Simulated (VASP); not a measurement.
# C: single point with PBEsol+D3(BJ)

C:

```
C
1.0
     2.45145    0.00000    0.00000
    -1.22572    2.12302    0.00000
     0.00000    0.00000    7.40902
C
4
Direct
  0.00000 0.00000 0.00250
  0.00000 0.00000 0.50250
  0.33333 0.66667 0.00250
  0.66667 0.33333 0.50250
```

| Property | Result |
| --- | --- |
| Program | VASP 6.6.1 |
| Task | single point |
| Functional | PBEsol |
| Dispersion | D3(BJ) |
| Potentials or basis | VASP PAW PBE potentials, release 64 (C) |
| Cutoff | 520 eV |
| k mesh | 21 × 21 × 8 |
| Occupations | gaussian, width 0.15 eV |
| Spin | no spin polarisation |
| Dipole correction | no |
| Further INCAR settings | ALGO = Normal; EDIFF = 1e-07; NBANDS = 16 |

- Pressure: 2.3 GPa
- Band gap on the k mesh: zero (bands 8 and 9 overlap by 0.01 eV)
- Dispersion energy per atom: -0.099 eV

Stress tensor (GPa, compression positive):
```
 4.44  0.00  0.00
 0.00  4.44  0.00
 0.00  0.00 -2.05
```

Levels at points of the mesh, in eV from the Fermi level:
```tsv
k point	band 6	band 7	band 8	band 9	band 10	band 11
(0.00, 0.00, 0.00)	-2.99	-2.98	-2.98	3.38	8.25	8.40
(0.00, 0.00, 0.50)	-2.98	-2.98	-2.98	5.34	5.34	8.41
```

Run time: 54 s on 1 thread of Intel(R) Xeon(R) 6975P-C (Granite Rapids), with other jobs on the host, peak memory 0.23 GiB.

Caveat: the PAW data sets were made with another functional, which shifts forces and pressure a little.
